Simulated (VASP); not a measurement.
## BN (zincblende type): single point with LDA

Crystal: BN (zincblende type).

```xyz
2
Lattice="0.0000 1.7903 1.7903 1.7903 0.0000 1.7903 1.7903 1.7903 0.0000" Properties=species:S:1:pos:R:3 pbc="T T T"
B     0.0000    0.0000    0.0000
N     0.8952    0.8952    0.8952
```

```
Program             : VASP 6.6.1
Task                : single point
Functional          : LDA
Potentials or basis : VASP PAW LDA potentials, release 64 (B, N)
Cutoff              : 520 eV
k mesh              : 13 × 13 × 13
Occupations         : fermi-dirac, width 0.02 eV
Spin                : no spin polarisation
```

```yaml
Pressure: 1.0 GPa
Band_gap_on_the_k_mesh: 4.45 eV, indirect (least direct gap 8.82 eV)
```

Levels at points of the mesh, in eV from the valence-band top:
| k point | band 2 | band 3 | band 4 | band 5 | band 6 | band 7 |
| --- | --- | --- | --- | --- | --- | --- |
| (0.00, 0.00, 0.00) | 0.00 | 0.00 | 0.00 | 8.82 | 8.82 | 8.82 |

Run time: 5.2 s on 1 thread of AMD EPYC 9R45 96-Core Processor (Zen 5) (shared host), peak memory 0.09 GiB.

A k mesh can miss the band edges. As with any semilocal functional, this LDA gap is likely too small.
